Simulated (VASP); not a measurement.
The system is LiH.

```
Li H
1.0
     0.00000    2.14512    2.14512
     2.14512    0.00000    2.14512
     2.14512    2.14512    0.00000
Li H
1 1
Direct
  0.00000 0.00000 0.00000
  0.25000 0.25000 0.25000
```

Base run:

| Quantity | Value |
| --- | --- |
| Program | VASP 6.6.1 |
| Functional | r2SCAN |
| Potentials or basis | VASP PAW PBE potentials, release 64 (Li_sv, H) |
| Cutoff | 520 eV |
| k mesh | 10 × 10 × 10 |
| Occupations | gaussian, width 0.01 eV |
| Spin | no spin polarisation |

Its results: band gap on the k mesh 4.82 eV, indirect (least direct gap 5.85 eV).

Task: The run is repeated on the same cell with these changes: functional from r2SCAN to PBE; further incar settings from ALGO = Normal; EDIFF = 1e-06; NBANDS = 9 to ALGO = Normal; EDIFF = 1e-07; NBANDS = 9. What comes out?

Result: Band gap on the k mesh 4.24 eV, indirect (least direct gap 5.27 eV).

A k mesh can miss the band edges.
